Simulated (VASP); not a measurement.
Set up this calculation in VASP 6.6.1, as the native input.

- Task: single point
- Functional: PBE
- Potentials or basis: VASP PAW PBE potentials, release 64 (Si, C)
- Cutoff: 520 eV
- k mesh: 12 × 12 × 4
- Occupations: gaussian, width 0.05 eV
- Spin: no spin polarisation
- Dipole correction: no
- Further INCAR settings: ALGO = Normal; EDIFF = 1e-06; NBANDS = 26

The structure of SiC lies in POSCAR:

```
SiC
1.0
    2.9497000000      0.0000000000      0.0000000000
   -1.4748500000      2.5545151336      0.0000000000
    0.0000000000      0.0000000000      9.8591000000
Si C
4 4
Direct
    0.6666666667      0.3333333333      0.9378436843
    0.3333333333      0.6666666667      0.4378436843
    0.0000000000      0.0000000000      0.6878989045
    0.0000000000      0.0000000000      0.1878989045
    0.6666666667      0.3333333333      0.7498087506
    0.3333333333      0.6666666667      0.2498087506
    0.0000000000      0.0000000000      0.5004476606
    0.0000000000      0.0000000000      0.0004476606
```

The input as run:

INCAR

```
SYSTEM = SiC
ALGO     = Normal         ! electronic algorithm
EDIFF    = 1E-6           ! SCF threshold, eV
ENCUT    = 520            ! plane-wave cutoff, eV
GGA      = PE             ! functional
ISIF     = 2              ! what is computed and relaxed
ISMEAR   = 0              ! smearing method
LASPH    = .True.         ! aspherical terms in the spheres
LCHARG   = .False.        ! write CHGCAR
LREAL    = .False.        ! projectors in reciprocal space
LWAVE    = .False.        ! write WAVECAR
NBANDS   = 26             ! bands
NELM     = 60             ! most SCF steps
PREC     = Accurate       ! precision mode
SIGMA    = 0.05           ! smearing width, eV
```

KPOINTS

```
k-points
0
Gamma
  12 12 4
  0 0 0
```

Potentials or basis: VASP PAW PBE potentials, release 64 (Si, C).

Command:

```sh
$ cat potpaw_PBE.64/Si/POTCAR potpaw_PBE.64/C/POTCAR > POTCAR
$ mpirun -np 1 vasp_std > vasp.out
```

It gave:

* Pressure: 33.3 GPa
* Largest force: 0.363 eV/Å
* Band gap on the k mesh: 2.12 eV, indirect (least direct gap 3.34 eV)

Wall time 48 s on 1 thread of Intel(R) Xeon(R) 6975P-C (Granite Rapids) (shared host), peak memory 0.24 GiB.
